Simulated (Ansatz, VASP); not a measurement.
## One calculation of CO2, two programs

```
C O
1.0
    -1.97473    1.97473    3.01406
     1.97473   -1.97473    3.01406
     1.97473    1.97473   -3.01406
C O
2 4
Direct
  0.75000 0.25000 0.50000
  0.00000 0.00000 0.00000
  0.70980 0.12500 0.08480
  0.04020 0.62500 0.91520
  0.37500 0.29020 0.41520
  0.87500 0.95980 0.58480
```

Alike in both runs: task relaxation of cell and atoms; functional r2SCAN; k mesh 8 × 8 × 8; occupations gaussian, width 0.02 eV; no spin polarisation.

|  | VASP | Ansatz |
| --- | --- | --- |
| version | VASP 6.6.1 | Ansatz 0.2.0 |
| potentials or method | VASP PAW PBE potentials, release 64 (C, O), cutoff 600 eV | scalar-relativistic, plane waves, PAW |
| valence electrons in the cell | 32 | 32 |

VASP gave:

| Item | Value |
| --- | --- |
| gap on the k mesh at the Fermi level, each at its own relaxed structure (eV) | 8.45 |
| relaxed volume (Å³/atom) | 7.58 |
| relaxed length of the cell vector where the two differ most in proportion (Å) | 4.060 |

Task: Estimate Ansatz's values.

Result: gap on the k mesh at the Fermi level, each at its own relaxed structure (eV): 8.60; relaxed volume (Å³/atom): 7.56; relaxed length of the cell vector where the two differ most in proportion (Å): 4.055.

VASP's potentials were made for PBE, not for r2SCAN.
